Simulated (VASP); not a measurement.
Runs of VASP 6.6.1 on Ni. It takes space group Fm-3m (No. 225, cubic). The conventional cell has a = 3.532 Å, b = 3.532 Å, c = 3.532 Å, α = 90.00°, β = 90.00°, γ = 90.00°. Ni (site symmetry m-3m) has 12 Ni at 2.50 Å within 3.3 Å. 

```csv
spin,fixed moment (μB),pressure (GPa),moment (μB)
"collinear, ferromagnetic start",0.24,(b),0.24
"collinear, ferromagnetic start",1.91,20.2,1.91
"collinear, ferromagnetic start",1.67,13.2,1.67
"collinear, ferromagnetic start",0.71,-1.7,0.71
"collinear, ferromagnetic start",0.95,0.4,0.95
"collinear, ferromagnetic start",-,(a),0.63
"collinear, zero start",0.0,(c),0.00
```

Alike in all rows: task single point; level PBE; potentials or basis VASP PAW PBE potentials, release 64 (Ni); cell as given; k mesh 13 × 13 × 13; cutoff (eV) 520; smearing fermi-dirac 0.05 eV.

Q: Estimate the missing entries.

A: (a) -2.3; (b) -3.1; (c) -3.2.

Caveats: the total moment is fixed, so each spin has its own Fermi level (some runs).
